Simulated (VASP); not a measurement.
Input of a VASP 6.6.1 run:

File INCAR:

```
SYSTEM = PbO
ALGO = Normal ; EDIFF = 1E-6
ENCUT = 600 ; GGA = PS
GGA_COMPAT = .False. ; ISIF = 2
ISMEAR = 0 ; LASPH = .True.
LCHARG = .False. ; LREAL = .False.
LWAVE = .False. ; NBANDS = 17
NELM = 120 ; PREC = Accurate
SIGMA = 0.001
```

File KPOINTS:

```
k-points
0
Gamma
  6 6 6
  0 0 0
```

The input POSCAR:

```
PbO
1.0
    3.1793716482      0.0000000000      0.0000000000
    0.0000000000      3.1793716482      0.0000000000
    0.0000000000      0.0000000000      3.1793716482
Pb O
1 1
Direct
    0.0000000000      0.0000000000      0.0000000000
    0.5000000000      0.5000000000      0.5000000000
```

Potentials or basis: VASP PAW PBE potentials, release 64 (Pb_d, O).

Command:

```sh
$ cat potpaw_PBE.64/Pb_d/POTCAR potpaw_PBE.64/O/POTCAR > POTCAR
$ mpirun -np 1 vasp_std > vasp.out
```

What does it give for the pressure?

-2.2 GPa.

Predict the band gap on the k mesh.

0.65 eV, indirect (least direct gap 0.83 eV).

Caveat: the PAW data sets were made with another functional, which shifts forces and pressure a little; spin-orbit coupling is left out, which moves the levels of the heavy elements. A k mesh can miss the band edges.
